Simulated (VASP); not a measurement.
A run of VASP 6.6.1 is set up as follows.

INCAR

```
  PREC = Accurate
  ENCUT = 520
  EDIFF = 1E-6
  ISMEAR = 0
  SIGMA = 0.15
  LREAL = False
  LASPH = True
  NELM = 60
  ALGO = Normal
  ISIF = 2
  LWAVE = False
  LCHARG = False
  GGA = PE
  NBANDS = 13
```

Contents of KPOINTS:

```
regular mesh
0
Gamma
  20 20 18
```

POSCAR

```
Ge
1.0
    1.4320777250     -2.6655289000      0.0000000000
    1.4320777250      2.6655289000      0.0000000000
    0.0000000000      0.0000000000      2.7656867750
Ge
1
Direct
    0.5000000000      0.5000000000      0.0000000000
```

Potentials or basis: VASP PAW PBE potentials, release 64 (Ge_d).

Run with:

```console
$ cat potpaw_PBE.64/Ge_d/POTCAR > POTCAR
$ mpirun -np 1 vasp_std > vasp.out
```

(1) What does it give for the band gap on the k mesh?

(2) Estimate the pressure.

Results:

(1) zero (bands 7 and 8 overlap by 8.88 eV).

(2) -4.7 GPa.

Caveat: the cell differs from its parent crystal (strain +0.025 along x and y, +0.025 along z); the cell stands under tension.
